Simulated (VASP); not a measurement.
WSe2, 3 atoms in the cell. The cell holds a slab with vacuum, 3 atoms: a = 3.318 Å, b = 3.318 Å, c = 16.658 Å, α = 90.00°, β = 90.00°, γ = 120.00°. 

```yaml
Program: VASP 6.6.1
Task: single point
Functional: PBEsol
Dispersion: D3(BJ)
Potentials_or_basis: VASP PAW PBE potentials, release 64 (W_sv, Se)
Cutoff: 520 eV
k_mesh: 12 × 12 × 2
Occupations: gaussian, width 0.05 eV
Spin: no spin polarisation
Dipole_correction: no
Further_INCAR_settings: ALGO = Normal; EDIFF = 1e-07; NBANDS = 20
```

Potentials or basis: VASP PAW PBE potentials, release 64 (W_sv, Se).

Launch:

```sh
$ cat potpaw_PBE.64/W_sv/POTCAR potpaw_PBE.64/Se/POTCAR > POTCAR
$ mpirun -np 1 vasp_std > vasp.out
```

Hardware: 1 thread of AMD EPYC 9R45 96-Core Processor (Zen 5), on a shared host.

Question: Estimate the wall time of this run.

Answer: It took 2 min on 1 thread of AMD EPYC 9R45 96-Core Processor (Zen 5), on a shared host, peak memory 0.34 GiB. Counts: scf iterations 22, k points 38.
